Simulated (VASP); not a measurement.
Here is a VASP 6.6.1 calculation.

The input INCAR:

```
PREC = Accurate
ENCUT = 520
EDIFF = 1E-6
ISMEAR = 0
SIGMA = 0.1
LREAL = Auto
LASPH = T
NELM = 150
ALGO = Normal
ISIF = 2
LWAVE = F
LCHARG = F
ISPIN = 2
MAGMOM = 0 0 0 1 0 0 0 0 0 0 0 0 0 0 0 0
LORBIT = 11
LMAXMIX = 4
GGA = PE
NBANDS = 64
```

Contents of KPOINTS:

```
regular mesh
0
Gamma
  4 4 4
```

File POSCAR:

```
Rb2YOsC6N6
1.0
    0.0000000000      5.5474386957      5.5474386957
    5.5474386957      0.0000000000      5.5474386957
    5.5474386957      5.5474386957      0.0000000000
Rb Y Os C N
2 1 1 6 6
Direct
    0.2500000000      0.2500000000      0.2500000000
    0.7500000000      0.7500000000      0.7500000000
    0.5000000000      0.5000000000      0.5000000000
    0.0000000000      0.0000000000      0.0000000000
    0.8185028022      0.1814971978      0.1814971978
    0.1814971978      0.8185028022      0.1814971978
    0.1814971978      0.1814971978      0.8185028022
    0.1814971978      0.8185028022      0.8185028022
    0.8185028022      0.1814971978      0.8185028022
    0.8185028022      0.8185028022      0.1814971978
    0.7115866261      0.2884133739      0.2884133739
    0.2884133739      0.7115866261      0.2884133739
    0.2884133739      0.2884133739      0.7115866261
    0.2884133739      0.7115866261      0.7115866261
    0.7115866261      0.2884133739      0.7115866261
    0.7115866261      0.7115866261      0.2884133739
```

Potentials or basis: VASP PAW PBE potentials, release 64 (Rb_sv, Y_sv, Os, C, N).

Command:

```console
$ cat potpaw_PBE.64/Rb_sv/POTCAR potpaw_PBE.64/Y_sv/POTCAR potpaw_PBE.64/Os/POTCAR potpaw_PBE.64/C/POTCAR potpaw_PBE.64/N/POTCAR > POTCAR
$ mpirun -np 1 vasp_std > vasp.out
```

(1) Estimate the net moment.

(2) Predict the pressure.

(3) Estimate the largest force.

## Answers

(1) 0.00 μB per cell.

(2) 0.5 GPa.

(3) 0.284 eV/Å.
